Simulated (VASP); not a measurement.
# SnO2 (Pa-3) in VASP: settings compared

The runs below take SnO2 through single point, relaxation of cell and atoms, with revPBE+D4, PBEsol.

Everything below comes from runs of VASP 6.6.1. Logs are shortened: lines on timing, memory, paths and dates and some standing lists are left out, and cuts for length are marked.

## (1) The cell of the first run

It takes space group Pa-3 (No. 205, cubic). Conventional cell: a = 5.130 Å, b = 5.130 Å, c = 5.130 Å, α = 90.00°, β = 90.00°, γ = 90.00°. Sn (site symmetry -3) has 6 O at 2.10 Å within 2.8 Å. Within 2.9 Å of O (site symmetry 3) lie 3 Sn at 2.10 Å and 7 O at 2.73 to 2.83 Å.

## (2) Single point, revPBE+D4

The input, INCAR:

```
SYSTEM = SnO2
  PREC = Accurate
  ENCUT = 520
  EDIFF = 1E-7
  ISMEAR = -1
  SIGMA = 0.05
  LREAL = .False.
  LASPH = .True.
  NELM = 60
  ALGO = Normal
  ISIF = 2
  LWAVE = .False.
  LCHARG = .False.
  GGA = RE
  IVDW = 13
  NBANDS = 64
```

The input, KPOINTS:

```
Automatic mesh
0
Gamma
  5 5 5
  0 0 0
```

The input, POSCAR:

```
SnO2
1.0
    5.1296834654      0.0000000000      0.0000000000
    0.0000000000      5.1296834654      0.0000000000
    0.0000000000      0.0000000000      5.1296834654
Sn O
4 8
Direct
    0.0000000000      0.0000000000      0.0000000000
    0.5000000000      0.0000000000      0.5000000000
    0.5000000000      0.5000000000      0.0000000000
    0.0000000000      0.5000000000      0.5000000000
    0.6589941733      0.8410058267      0.1589941733
    0.8410058267      0.1589941733      0.6589941733
    0.1589941733      0.6589941733      0.8410058267
    0.3410058267      0.3410058267      0.3410058267
    0.6589941733      0.6589941733      0.6589941733
    0.8410058267      0.3410058267      0.1589941733
    0.1589941733      0.8410058267      0.3410058267
    0.3410058267      0.1589941733      0.8410058267
```

Potentials or basis: VASP PAW PBE potentials, release 64 (Sn_d, O).

On the command line:

```console
$ cat potpaw_PBE.64/Sn_d/POTCAR potpaw_PBE.64/O/POTCAR > POTCAR
$ mpirun -np 1 vasp_std > vasp.out
```

OUTCAR:

```text
SYSTEM = SnO2
   PREC = Accurate
   ENCUT = 520
   EDIFF = 1E-7
   ISMEAR = -1
   LREAL = .False.
   LASPH = .True.
   NELM = 60
   ISIF = 2
   GGA = RE
   IVDW = 13

 ion  position               nearest neighbor table
   1  0.000  0.000  0.000-   5 2.10   6 2.10   7 2.10  10 2.10  11 2.10  12 2.10   2 3.63   3 3.63
                             4 3.63   2 3.63   4 3.63   3 3.63   4 3.63   4 3.63   2 3.63   3 3.63
   2  0.500  0.000  0.500-   5 2.10   6 2.10   8 2.10   9 2.10  11 2.10  12 2.10   1 3.63   3 3.63
                             4 3.63   1 3.63   3 3.63   3 3.63   4 3.63   3 3.63   1 3.63   4 3.63
   3  0.500  0.500  0.000-   5 2.10   7 2.10   8 2.10   9 2.10  10 2.10  12 2.10   1 3.63   2 3.63
                             4 3.63   2 3.63   4 3.63   1 3.63   2 3.63   2 3.63   1 3.63   4 3.63
   4  0.000  0.500  0.500-   6 2.10   7 2.10   8 2.10   9 2.10  10 2.10  11 2.10   1 3.63   2 3.63
                             3 3.63   1 3.63   3 3.63   1 3.63   2 3.63   1 3.63   2 3.63   3 3.63
   5  0.659  0.841  0.159-   1 2.10   2 2.10   3 2.10
   6  0.841  0.159  0.659-   1 2.10   2 2.10   4 2.10
   7  0.159  0.659  0.841-   1 2.10   3 2.10   4 2.10
   8  0.341  0.341  0.341-   2 2.10   3 2.10   4 2.10
   9  0.659  0.659  0.659-   2 2.10   3 2.10   4 2.10
  10  0.841  0.341  0.159-   1 2.10   3 2.10   4 2.10
  11  0.159  0.841  0.341-   1 2.10   2 2.10   4 2.10
  12  0.341  0.159  0.841-   1 2.10   2 2.10   3 2.10

  LATTYP: Found a simple cubic cell.
 ALAT       =     5.1296834654

  Lattice vectors:

 A1 = (   5.1296834654,   0.0000000000,   0.0000000000)
 A2 = (   0.0000000000,   5.1296834654,   0.0000000000)
 A3 = (   0.0000000000,   0.0000000000,   5.1296834654)

Analysis of symmetry for initial positions (statically):
=====================================================================
 Subroutine PRICEL returns:
 Original cell was already a primitive cell.

 Routine SETGRP: Setting up the symmetry group for a
 simple cubic supercell.

 Subroutine GETGRP returns: Found 24 space group operations
 (whereof  6 operations were pure point group operations)
 out of a pool of 48 trial point group operations.

The static configuration has the point symmetry S_6 .
 The point group associated with its full space group is T_h .

Analysis of symmetry for dynamics (positions and initial velocities):
=====================================================================
 Subroutine PRICEL returns:
 Original cell was already a primitive cell.

 Routine SETGRP: Setting up the symmetry group for a
 simple cubic supercell.

 Subroutine GETGRP returns: Found 24 space group operations
 (whereof  6 operations were pure point group operations)
 out of a pool of 48 trial point group operations.

The dynamic configuration has the point symmetry S_6 .
 The point group associated with its full space group is T_h .

 Subroutine INISYM returns: Found 24 space group operations
 (whereof  6 operations are pure point group operations),
 and found     1 'primitive' translations

----------------------------------------------------------------------------------------

                                     Primitive cell

  volume of cell :     134.9807

  direct lattice vectors                    reciprocal lattice vectors
     5.129683465  0.000000000  0.000000000     0.194943802  0.000000000  0.000000000
     0.000000000  5.129683465  0.000000000     0.000000000  0.194943802  0.000000000
     0.000000000  0.000000000  5.129683465     0.000000000  0.000000000  0.194943802

  length of vectors
     5.129683465  5.129683465  5.129683465     0.194943802  0.194943802  0.194943802

  position of ions in fractional coordinates (direct lattice)
     0.000000000  0.000000000  0.000000000
     0.500000000  0.000000000  0.500000000
     0.500000000  0.500000000  0.000000000
     0.000000000  0.500000000  0.500000000
     0.658994173  0.841005827  0.158994173
     0.841005827  0.158994173  0.658994173
     0.158994173  0.658994173  0.841005827
     0.341005827  0.341005827  0.341005827
     0.658994173  0.658994173  0.658994173
     0.841005827  0.341005827  0.158994173
     0.158994173  0.841005827  0.341005827
     0.341005827  0.158994173  0.841005827

  ion indices of the primitive-cell ions
   primitive index   ion index
                 1           1
                 2           2
                 3           3
                 4           4
                 5           5
                 6           6
                 7           7
                 8           8
                 9           9
                10          10
                11          11
                12          12

----------------------------------------------------------------------------------------

 KPOINTS: Automatic mesh

Automatic generation of k-mesh.
 Grid dimensions read from file:
 generate k-points for:    5    5    5

 Generating k-lattice:

  Cartesian coordinates                     Fractional coordinates (reciprocal lattice)
     0.038988760  0.000000000  0.000000000     0.200000000  0.000000000  0.000000000
     0.000000000  0.038988760  0.000000000     0.000000000  0.200000000  0.000000000
     0.000000000  0.000000000  0.038988760     0.000000000  0.000000000  0.200000000

  Length of vectors
     0.038988760  0.038988760  0.038988760

  Shift w.r.t. Gamma in fractional coordinates (k-lattice)
     0.000000000  0.000000000  0.000000000

 Subroutine IBZKPT returns following result:
 ===========================================

 Found     11 irreducible k-points:

 Following reciprocal coordinates:
            Coordinates               Weight
  0.000000  0.000000  0.000000      1.000000
  0.200000  0.000000  0.000000      6.000000
  0.400000  0.000000  0.000000      6.000000
  0.200000  0.200000  0.000000     12.000000
  0.400000  0.200000  0.000000     12.000000
 -0.200000  0.400000  0.000000     12.000000
  0.400000  0.400000  0.000000     12.000000
  0.200000  0.200000  0.200000      8.000000
  0.400000  0.200000  0.200000     24.000000
  0.400000  0.400000  0.200000     24.000000
  0.400000  0.400000  0.400000      8.000000
   k-points           NKPTS =     11   k-points in BZ     NKDIM =     11   number of bands    NBANDS=     64
   number of dos      NEDOS =    301   number of ions     NIONS =     12
   total plane-waves  NPLWV =  64000
   dimension x,y,z NGX =    40 NGY =   40 NGZ =   40
   dimension x,y,z NGXF=    80 NGYF=   80 NGZF=   80
   ions per type =               4   8
   NGX,Y,Z   is equivalent  to a cutoff of  12.96, 12.96, 12.96 a.u.
   NGXF,Y,Z  is equivalent  to a cutoff of  25.93, 25.93, 25.93 a.u.
 SYSTEM =  SnO2
   PREC   = accura    normal or accurate (medium, high low for compatibility)
   ISTART =      0    job   : 0-new  1-cont  2-samecut
   ICHARG =      2    charge: 1-file 2-atom 10-const
   ISPIN  =      1    spin polarized calculation?
   LNONCOLLINEAR =      F non collinear calculations
   LSORBIT =      F    spin-orbit coupling
   LASPH  =      T    aspherical Exc in radial PAW
   ENCUT  =  520.0 eV  38.22 Ry    6.18 a.u.   9.54  9.54  9.54*2*pi/ulx,y,z
   NELM   =     60;   NELMIN=  2; NELMDL= -5     # of ELM steps
   EDIFF  = 0.1E-06   stopping-criterion for ELM
   LREAL  =      F    real-space projection
   EDIFFG = 0.1E-05   stopping-criterion for IOM
   NSW    =      0    number of steps for IOM
   IBRION =     -1    ionic relax: 0-MD 1-quasi-New 2-CG
   NFREE  =      0    steps in history (QN), initial steepest desc. (CG)
   ISIF   =      2    stress and relaxation
   ISYM   =      2    0-nonsym 1-usesym 2-fastsym
   POTIM  = 0.5000    time-step for ionic-motion
   TEBEG  =    0.0;   TEEND  =   0.0 temperature during run
   PSTRESS=    0.0 pullay stress
   NELECT =     104.0000    total number of electrons
   NUPDOWN=      -1.0000    fix difference up-down
   EMIN   =  10.00;   EMAX   =-10.00  energy-range for DOS
   EFERMI =   0.00;   METHOD = LEGACY
   ISMEAR =    -1;   SIGMA  =   0.05  broadening in eV -4-tet -1-fermi 0-gaus
   EFERMI_NEDOS =   21; number of points for ismear=-14 and -15
   IALGO  =     38    algorithm
   IMIX   =      4    mixing-type and parameters
     AMIX     =   0.40;   BMIX     =  1.00
     AMIX_MAG =   1.60;   BMIX_MAG =  1.00
  volume/ion in A,a.u.               =      11.25        75.91
  Fermi-wavevector in a.u.,A,eV,Ry     =   1.500820  2.836139 30.646602  2.252462
  Thomas-Fermi vector in A             =   2.612271
   LORBIT       =      0    0 simple, 1 ext, 2 COOP (PROOUT), +10 PAW based schemes
   GGA     = RE    functional components
   LHFCALC =     F    Hartree Fock is set to
   AEXX    =    0.0000 exact exchange contribution
   IVDW    =    13    specifies the selected vdW correction
   LEPSILON=     F    determine dielectric tensor
   LRPA    =     F    only Hartree local field effects (RPA)
 non-spin polarized calculation
  energy-cutoff  :      520.00
  volume of cell :      134.98
 maximum number of plane-waves:      3695
 NGX is ok and might be reduce to    40
   NGX = 19   NGY = 19   NGZ = 19

 number of electron     103.9999990 magnetization

 Free energy of the ion-electron system (eV)
  ---------------------------------------------------
  ext. energy  EPLUGINS =         0.00000000
  ---------------------------------------------------
  free energy    TOTEN  =       -68.99204379 eV

  energy without entropy =      -68.99202325  energy(sigma->0) =      -68.99203352

 E-fermi :   7.5196     XC(G=0): -11.6177

 val. band max:        6.9961013797   @ k =  -0.2000   0.4000   0.0000
 cond. band min:       7.8525162867   @ k =   0.0000   0.0000   0.0000
 fundamental gap:      0.8564149070
 Fermi energy:         7.5196493898

 k-point     1 :       0.0000    0.0000    0.0000
  band No.  band energies     occupation
      1     -13.8965      2.00000
      2     -13.8965      2.00000
      3     -13.8965      2.00000
      4     -13.1437      2.00000
      5     -13.1437      2.00000
      6     -13.1437      2.00000
[... 726 lines left out ...]
     63      18.0456      0.00000
     64      18.5739      0.00000

------------------------ aborting loop because EDIFF is reached ----------------------------------------

  DFT-D4 for vdW energy calculation

  Edisp (eV):   -6.45159

  FORCE on cell =-STRESS in cart. coord.  units (eV):
  Direction    XX          YY          ZZ          XY          YZ          ZX
  --------------------------------------------------------------------------------------
  -------------------------------------------------------------------------------------
  Total       0.52060     0.52060     0.52060     0.00000     0.00000     0.00000
  in kB       6.17934     6.17934     6.17934     0.00000     0.00000     0.00000
  external pressure =        6.18 kB  Pullay stress =        0.00 kB

 VOLUME and BASIS-vectors are now :
 -----------------------------------------------------------------------------
  energy-cutoff  :      520.00
  volume of cell :      134.98
      direct lattice vectors                 reciprocal lattice vectors
     5.129683465  0.000000000  0.000000000     0.194943802  0.000000000  0.000000000
     0.000000000  5.129683465  0.000000000     0.000000000  0.194943802  0.000000000
     0.000000000  0.000000000  5.129683465     0.000000000  0.000000000  0.194943802

 POSITION                                       TOTAL-FORCE (eV/Angst)
 -----------------------------------------------------------------------------------
      0.00000      0.00000      0.00000         0.000000      0.000000      0.000000
      2.56484      0.00000      2.56484         0.000000      0.000000      0.000000
      2.56484      2.56484      0.00000         0.000000      0.000000      0.000000
      0.00000      2.56484      2.56484         0.000000      0.000000      0.000000
      3.38043      4.31409      0.81559        -0.000504      0.000504     -0.000504
      4.31409      0.81559      3.38043         0.000504     -0.000504     -0.000504
      0.81559      3.38043      4.31409        -0.000504     -0.000504      0.000504
      1.74925      1.74925      1.74925         0.000504      0.000504      0.000504
      3.38043      3.38043      3.38043        -0.000504     -0.000504     -0.000504
      4.31409      1.74925      0.81559         0.000504      0.000504     -0.000504
      0.81559      4.31409      1.74925        -0.000504      0.000504      0.000504
      1.74925      0.81559      4.31409         0.000504     -0.000504      0.000504
 -----------------------------------------------------------------------------------
    total drift:                               -0.000000      0.000000     -0.000000

  FREE ENERGIE OF THE ION-ELECTRON SYSTEM (eV)
  ---------------------------------------------------
  free  energy   TOTEN  =       -75.4436291098 eV

  energy  without entropy=      -75.4436085666  energy(sigma->0) =      -75.44361884
```

It took 97 s on 1 thread of Intel Xeon Platinum 8488C (Sapphire Rapids), shared host; peak memory 0.28 GiB.

Results:

```yaml
Free_energy: -75.4436 eV
Pressure: 0.6 GPa
Band_gap_on_the_k_mesh: 0.86 eV (least direct gap 0.92 eV)
Dispersion_energy_per_atom: -0.538 eV
```

Levels at points of the mesh, in eV from the valence-band top:
```tsv
k point	band 49	band 50	band 51	band 52	band 53	band 54	band 55	band 56
(0.00, 0.00, 0.00)	-0.34	-0.06	-0.06	-0.06	0.86	6.08	6.08	6.08
```

Caveat: the PAW data sets were made with another functional, which shifts forces and pressure a little; spin-orbit coupling is left out, which moves the levels of the heavy elements; an odd mesh through Γ misses points on the zone boundary, where band edges can lie.

## (3) Relaxation of cell and atoms, revPBE+D4

This run uses another cell than the first one, of 11.55 Å³/atom.

The input, INCAR:

```
ALGO = Normal
EDIFF = 1E-6
EDIFFG = -0.01
ENCUT = 600
GGA = RE
IBRION = 2
ISIF = 3
ISMEAR = -1
IVDW = 13
LASPH = True
LCHARG = False
LREAL = False
LWAVE = False
NELM = 100
NSW = 60
PREC = Accurate
SIGMA = 0.05
```

The input, KPOINTS:

```
k-points
0
Gamma
  5 5 5
```

The input, POSCAR:

```
SnO2
1.0
    5.1752560000      0.0000000000      0.0000000000
    0.0000000000      5.1752560000      0.0000000000
    0.0000000000      0.0000000000      5.1752560000
Sn O
4 8
Direct
    0.0000000000      0.0000000000      0.0000000000
    0.5000000000      0.0000000000      0.5000000000
    0.5000000000      0.5000000000      0.0000000000
    0.0000000000      0.5000000000      0.5000000000
    0.6610980000      0.8389020000      0.1610980000
    0.8389020000      0.1610980000      0.6610980000
    0.1610980000      0.6610980000      0.8389020000
    0.3389020000      0.3389020000      0.3389020000
    0.6610980000      0.6610980000      0.6610980000
    0.8389020000      0.3389020000      0.1610980000
    0.1610980000      0.8389020000      0.3389020000
    0.3389020000      0.1610980000      0.8389020000
```

Potentials or basis: VASP PAW PBE potentials, release 64 (Sn_d, O).

On the command line:

```console
$ cat potpaw_PBE.64/Sn_d/POTCAR potpaw_PBE.64/O/POTCAR > POTCAR
$ mpirun -np 1 vasp_std > vasp.out
```

Run time: 9.7 min. Hardware: 1 thread of Intel Xeon Platinum 8488C (Sapphire Rapids), shared host; peak memory 0.31 GiB.

The run converged. Its results:

* Free energy: -75.4768 eV
* Relaxed volume: 11.27 Å³/atom
* Relaxed cell: a = 5.133 Å, b = 5.133 Å, c = 5.133 Å, α = 90.00°, β = 90.00°, γ = 90.00°
* Space group after relaxing (to 0.1 Å): Pa-3 (No. 205)
* Energy gained by relaxing: 4.4 meV/atom
* Ionic steps: 7
* Pressure after relaxing: 0.0 GPa
* Band gap on the k mesh: 0.84 eV (least direct gap 0.90 eV)
* Dispersion energy per atom: -0.537 eV

Step by step:
```tsv
step	energy change (eV)	largest force (eV/Å)	pressure (GPa)	volume (Å³)
1	0.0000	0.0382	-4.53	138.61
2	0.0005	0.0812	5.08	132.16
3	-0.0481	0.0588	0.02	135.33
4	-0.0492	0.0504	0.01	135.31
5	-0.0516	0.0252	0.01	135.27
6	-0.0516	0.0286	-0.02	135.18
7	-0.0524	0.0005	0.00	135.23
```

Final structure:
```
Sn O
1.0
     5.13281    0.00000    0.00000
     0.00000    5.13281    0.00000
     0.00000    0.00000    5.13281
Sn O
4 8
Direct
  0.00000 0.00000 0.00000
  0.50000 0.00000 0.50000
  0.50000 0.50000 0.00000
  0.00000 0.50000 0.50000
  0.65903 0.84097 0.15903
  0.84097 0.15903 0.65903
  0.15903 0.65903 0.84097
  0.34097 0.34097 0.34097
  0.65903 0.65903 0.65903
  0.84097 0.34097 0.15903
  0.15903 0.84097 0.34097
  0.34097 0.15903 0.84097
```

Levels at points of the mesh, in eV from the valence-band top:
```csv
k point,band 48,band 49,band 50,band 51,band 52,band 53,band 54,band 55,band 56,band 57
"(0.00, 0.00, 0.00)",-0.72,-0.34,-0.06,-0.06,-0.06,0.84,6.06,6.06,6.06,7.61
```

Caveat: the PAW data sets were made with another functional, which shifts forces and pressure a little; spin-orbit coupling is left out, which moves the levels of the heavy elements; an odd mesh through Γ misses points on the zone boundary, where band edges can lie.

## (4) Single point, PBEsol

This run uses another cell than the first one, of 11.14 Å³/atom.

The input, INCAR:

```
PREC = Accurate
ENCUT = 520
EDIFF = 1E-7
ISMEAR = -1
SIGMA = 0.05
LREAL = False
LASPH = True
NELM = 60
ALGO = Normal
ISIF = 2
LWAVE = False
LCHARG = False
GGA = PS
NBANDS = 64
```

The input, KPOINTS:

```
Automatic mesh
0
Gamma
  5 5 5
```

The input, POSCAR:

```
SnO2
1.0
    5.1125284133      0.0000000000      0.0000000000
    0.0000000000      5.1125284133      0.0000000000
    0.0000000000      0.0000000000      5.1125284133
Sn O
4 8
Direct
    0.0000000000      0.0000000000      0.0000000000
    0.5000000000      0.0000000000      0.5000000000
    0.5000000000      0.5000000000      0.0000000000
    0.0000000000      0.5000000000      0.5000000000
    0.6606632235      0.8393367765      0.1606632235
    0.8393367765      0.1606632235      0.6606632235
    0.1606632235      0.6606632235      0.8393367765
    0.3393367765      0.3393367765      0.3393367765
    0.6606632235      0.6606632235      0.6606632235
    0.8393367765      0.3393367765      0.1606632235
    0.1606632235      0.8393367765      0.3393367765
    0.3393367765      0.1606632235      0.8393367765
```

On the command line:

```console
$ cat potpaw_PBE.64/Sn_d/POTCAR potpaw_PBE.64/O/POTCAR > POTCAR
$ mpirun -np 1 vasp_std > vasp.out
```

It took 1.9 min on 1 thread of Intel Xeon Platinum 8488C (Sapphire Rapids), shared host; peak memory 0.26 GiB.

It converged, with:

| Item | Value |
| --- | --- |
| Free energy | -78.3730 eV |
| Pressure | 0.6 GPa |
| Band gap on the k mesh | 0.85 eV (least direct gap 0.92 eV) |

Levels at points of the mesh, in eV from the valence-band top:
| k point | band 50 | band 51 | band 52 | band 53 | band 54 | band 55 |
| --- | --- | --- | --- | --- | --- | --- |
| (0.00, 0.00, 0.00) | -0.07 | -0.07 | -0.07 | 0.85 | 6.06 | 6.06 |

Caveat: the PAW data sets were made with another functional, which shifts forces and pressure a little; spin-orbit coupling is left out, which moves the levels of the heavy elements; an odd mesh through Γ misses points on the zone boundary, where band edges can lie.

## (5) Overview

```csv
task,level,cell,cutoff (eV),gap on the mesh (eV),pressure (GPa)
single point,revPBE+D4,"a = 5.130 Å, 12 atoms, atomic positions A",520,0.86,0.6
relaxation of cell and atoms,revPBE+D4,"relaxed from a = 5.175 Å, 12 atoms, atomic positions B",600,0.84,0.0
single point,PBEsol,"a = 5.113 Å, 12 atoms, atomic positions B",520,0.85,0.6
```

Alike in all rows: potentials or basis VASP PAW PBE potentials, release 64 (Sn_d, O); no spin polarisation; k mesh 5 × 5 × 5; smearing fermi-dirac 0.05 eV.

Caveats: the PAW data sets were made with another functional, which shifts forces and pressure a little; spin-orbit coupling is left out, which moves the levels of the heavy elements; an odd mesh through Γ misses points on the zone boundary, where band edges can lie.

Absolute energies hang on the potentials; compare differences alone.
